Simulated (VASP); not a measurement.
# LiCl (Fm-3m) in VASP: a series of runs, part 2 of 2

VASP 6.6.1.

### Step 6. Relaxation of cell and atoms, r2SCAN

This run uses another cell than the first one, of 16.87 Å³/atom, 1.010 times its volume.

The input, POSCAR:

```
LiCl
1.0
    0.0000000000      2.5647700000      2.5647700000
    2.5647700000      0.0000000000      2.5647700000
    2.5647700000      2.5647700000      0.0000000000
Li Cl
1 1
Direct
    0.0000000000      0.0000000000      0.0000000000
    0.5000000000      0.5000000000      0.5000000000
```

The input, INCAR.step1:

```
SYSTEM = LiCl
  PREC = Accurate
  ENCUT = 600
  ISMEAR = -1
  SIGMA = 0.02
  LREAL = .FALSE.
  LASPH = .TRUE.
  NELM = 100
  GGA = PE
  ALGO = Normal
  EDIFF = 1E-4
  LWAVE = .TRUE.
  LCHARG = .FALSE.
```

The input, INCAR.step2:

```
SYSTEM = LiCl
  PREC = Accurate
  ENCUT = 600
  EDIFF = 1E-6
  ISMEAR = -1
  SIGMA = 0.02
  LREAL = .FALSE.
  LASPH = .TRUE.
  NELM = 100
  ALGO = Normal
  ISIF = 3
  LWAVE = .FALSE.
  LCHARG = .FALSE.
  METAGGA = R2SCAN
  LMIXTAU = .TRUE.
  IBRION = 2
  NSW = 80
  EDIFFG = -0.01
  ISTART = 1
```

The input, KPOINTS:

```
regular mesh
0
G
  10 10 10
  0 0 0
```

Potentials or basis: VASP PAW PBE potentials, release 64 (Li_sv, Cl).

Started as:

```
cat potpaw_PBE.64/Li_sv/POTCAR potpaw_PBE.64/Cl/POTCAR > POTCAR
cp INCAR.step1 INCAR
mpirun -np 1 vasp_std > vasp.out
cp INCAR.step2 INCAR
mpirun -np 1 vasp_std > vasp.out
```

OUTCAR:

```text
SYSTEM = LiCl
   PREC = Accurate
   ENCUT = 600
   EDIFF = 1E-6
   ISMEAR = -1
   LREAL = .FALSE.
   LASPH = .TRUE.
   NELM = 100
   ISIF = 3
   METAGGA = R2SCAN
   IBRION = 2
   NSW = 80
   EDIFFG = -0.01
   ISTART = 1

 ion  position               nearest neighbor table
   1  0.000  0.000  0.000-   2 2.56   2 2.56   2 2.56   2 2.56   2 2.56   2 2.56
   2  0.500  0.500  0.500-   1 2.56   1 2.56   1 2.56   1 2.56   1 2.56   1 2.56

  LATTYP: Found a face centered cubic cell.
 ALAT       =     5.1295400000

  Lattice vectors:

 A1 = (   0.0000000000,   2.5647700000,   2.5647700000)
 A2 = (   2.5647700000,   0.0000000000,   2.5647700000)
 A3 = (   2.5647700000,   2.5647700000,   0.0000000000)

Analysis of symmetry for initial positions (statically):
=====================================================================
 Subroutine PRICEL returns:
 Original cell was already a primitive cell.

 Routine SETGRP: Setting up the symmetry group for a
 face centered cubic supercell.

 Subroutine GETGRP returns: Found 48 space group operations
 (whereof 48 operations were pure point group operations)
 out of a pool of 48 trial point group operations.

The static configuration has the point symmetry O_h .

Analysis of symmetry for dynamics (positions and initial velocities):
=====================================================================
 Subroutine PRICEL returns:
 Original cell was already a primitive cell.

 Routine SETGRP: Setting up the symmetry group for a
 face centered cubic supercell.

 Subroutine GETGRP returns: Found 48 space group operations
 (whereof 48 operations were pure point group operations)
 out of a pool of 48 trial point group operations.

The dynamic configuration has the point symmetry O_h .

 Subroutine INISYM returns: Found 48 space group operations
 (whereof 48 operations are pure point group operations),
 and found     1 'primitive' translations

[... 130 lines left out ...]
 NGX is ok and might be reduce to    30
   NGX = 15   NGY = 15   NGZ = 15

--------------------------------------- Ionic step        1  -------------------------------------------

 number of electron      10.0000004 magnetization

 Free energy of the ion-electron system (eV)
  ---------------------------------------------------
  ext. energy  EPLUGINS =         0.00000000
  ---------------------------------------------------
  free energy    TOTEN  =       -12.58800685 eV

  energy without entropy =      -12.58800685  energy(sigma->0) =      -12.58800685

------------------------ aborting loop because EDIFF is reached ----------------------------------------

  FORCE on cell =-STRESS in cart. coord.  units (eV):
  Direction    XX          YY          ZZ          XY          YZ          ZX
  --------------------------------------------------------------------------------------
  -------------------------------------------------------------------------------------
  Total       -0.1828140     -0.1828140     -0.1828140      0.0000000      0.0000000      0.0000000
  in kB       -8.6804996     -8.6804996     -8.6804996      0.0000000      0.0000000      0.0000000
  external PRESSURE =      -8.6804996 kB  Pullay stress =       0.0000000 kB
[... 95 lines left out ...]
--------------------------------------- Ionic step        4  -------------------------------------------

 number of electron       9.9999997 magnetization

 Free energy of the ion-electron system (eV)
  ---------------------------------------------------
  ext. energy  EPLUGINS =         0.00000000
  ---------------------------------------------------
  free energy    TOTEN  =       -12.59081056 eV

  energy without entropy =      -12.59081056  energy(sigma->0) =      -12.59081056

 E-fermi :   0.9114     XC(G=0):  -9.2888

 val. band max:        0.3979459590   @ k =   0.0000   0.0000   0.0000
 cond. band min:       7.8751754365   @ k =   0.0000   0.0000   0.0000
 fundamental gap:      7.4772294775
 Fermi energy:         0.9114006906

 k-point     1 :       0.0000    0.0000    0.0000
  band No.  band energies     occupation
      1     -44.3754      2.00000
      2     -13.6847      2.00000
      3       0.3979      2.00000
      4       0.3979      2.00000
      5       0.3979      2.00000
      6       7.8752      0.00000
      7      13.0815      0.00000
      8      13.0815      0.00000
      9      13.0815      0.00000
[... 265 lines left out ...]
 k-point    24 :       0.4000    0.3000    0.0000
  band No.  band energies     occupation
      1     -44.3721      2.00000
      2     -13.0005      2.00000
      3      -2.0497      2.00000
      4      -0.6530      2.00000
      5      -0.5194      2.00000
      6       9.6685      0.00000
      7      10.0940      0.00000
      8      12.1423      0.00000
      9      14.2348      0.00000

 [... further k-points ...]

------------------------ aborting loop because EDIFF is reached ----------------------------------------

  FORCE on cell =-STRESS in cart. coord.  units (eV):
  Direction    XX          YY          ZZ          XY          YZ          ZX
  --------------------------------------------------------------------------------------
  -------------------------------------------------------------------------------------
  Total        0.0191184      0.0191184      0.0191184      0.0000000     -0.0000000      0.0000000
  in kB        0.9328831      0.9328831      0.9328831      0.0000000     -0.0000000      0.0000000
  external PRESSURE =       0.9328831 kB  Pullay stress =       0.0000000 kB
[... 17 lines left out ...]
  FREE ENERGIE OF THE ION-ELECTRON SYSTEM (eV)
  ---------------------------------------------------
  free  energy   TOTEN  =       -12.5908105595 eV

  energy  without entropy=      -12.5908105595  energy(sigma->0) =      -12.59081056

 reached required accuracy - stopping structural energy minimisation
```

OSZICAR.step1:

```text
N       E                     dE             d eps       ncg     rms          rms(c)
DAV:   1     0.458233488498E+02    0.45823E+02   -0.45371E+03   846   0.113E+03
DAV:   2    -0.546297713707E+01   -0.51286E+02   -0.49879E+02  1165   0.168E+02
DAV:   3    -0.738925643921E+01   -0.19263E+01   -0.19238E+01  1018   0.397E+01
DAV:   4    -0.744959764681E+01   -0.60341E-01   -0.60209E-01  1311   0.642E+00
DAV:   5    -0.745016395169E+01   -0.56630E-03   -0.56629E-03  1080   0.614E-01    0.239E+00
DAV:   6    -0.738006137504E+01    0.70103E-01   -0.17521E-01   930   0.241E+00    0.172E+00
DAV:   7    -0.738117842769E+01   -0.11171E-02   -0.57322E-02  1197   0.158E+00    0.921E-01
DAV:   8    -0.738540839844E+01   -0.42300E-02   -0.91625E-03   945   0.822E-01    0.144E-01
DAV:   9    -0.738539455074E+01    0.13848E-04   -0.31947E-04  1108   0.161E-01
   1 F= -.73853946E+01 E0= -.73853946E+01  d E =-.104688E-12
```

Run time: 2.2 min. Hardware: 1 thread of Intel Xeon Platinum 8559C (Emerald Rapids), shared host; peak memory 0.17 GiB.

What came out:

| Item | Value |
| --- | --- |
| Free energy | -12.5908 eV |
| Relaxed volume | 16.42 Å³/atom |
| Relaxed cell | a = 3.594 Å, b = 3.594 Å, c = 3.594 Å, α = 60.00°, β = 60.00°, γ = 60.00° |
| Space group after relaxing (to 0.05 Å) | Fm-3m (No. 225) |
| Energy gained by relaxing | 1.4 meV/atom |
| Ionic steps | 4 |
| Pressure after relaxing | 0.1 GPa |
| Band gap on the k mesh | 7.48 eV, direct |

The path:
```tsv
step	energy change (eV)	largest force (eV/Å)	pressure (GPa)	volume (Å³)
1	0.0000	0.0000	-0.87	33.74
2	-0.0021	0.0000	-0.43	33.30
3	-0.0025	0.0000	-0.26	33.14
4	-0.0028	0.0000	0.09	32.83
```

Final structure:
```
CELL_PARAMETERS angstrom
0.00000 2.54157 2.54157
2.54157 0.00000 2.54157
2.54157 2.54157 0.00000
ATOMIC_POSITIONS crystal
Li 0.00000 0.00000 0.00000
Cl 0.50000 0.50000 0.50000
```

Levels at points of the mesh, in eV from the valence-band top:
| k point | band 2 | band 3 | band 4 | band 5 | band 6 | band 7 | band 8 | band 9 |
| --- | --- | --- | --- | --- | --- | --- | --- | --- |
| (0.00, 0.00, 0.00) | -14.08 | 0.00 | 0.00 | 0.00 | 7.48 | 12.68 | 12.68 | 12.68 |
| (0.50, 0.00, 0.00) | -13.46 | -2.95 | -0.29 | -0.29 | 7.57 | 10.32 | 10.32 | 14.51 |
| (0.50, 0.50, 0.00) | -13.19 | -3.06 | -1.18 | -1.18 | 8.84 | 8.89 | 13.83 | 15.64 |

Caveat: the cutoff is under 1.25 times the usual one of these potentials, so pressure, stress and relaxed cells hold a basis-set (Pulay) error; the PAW data sets were made with another functional, which shifts forces and pressure a little.

### Step 7. Overview

```tsv
task	cell	cutoff (eV)	gap on the mesh (eV)
single point	a = 3.615 Å, angles 60.0°, 2 atoms	520	7.36
single point	a = 3.639 Å, angles 60.0°, 2 atoms	520	7.24
single point	a = 3.662 Å, angles 60.0°, 2 atoms	520	7.12
single point	a = 3.686 Å, angles 60.0°, 2 atoms	520	7.01
relaxation of cell and atoms	relaxed from a = 3.627 Å, angles 60.0°, 2 atoms	600	7.48
```

Alike in all rows: level r2SCAN; potentials or basis VASP PAW PBE potentials, release 64 (Li_sv, Cl); no spin polarisation; k mesh 10 × 10 × 10; smearing fermi-dirac 0.02 eV.

Caveats: the cutoff is under 1.25 times the usual one of these potentials, so pressure, stress and relaxed cells hold a basis-set (Pulay) error; the PAW data sets were made with another functional, which shifts forces and pressure a little.

Total energies depend on the potentials used, so only differences within one code and one set of settings carry meaning.
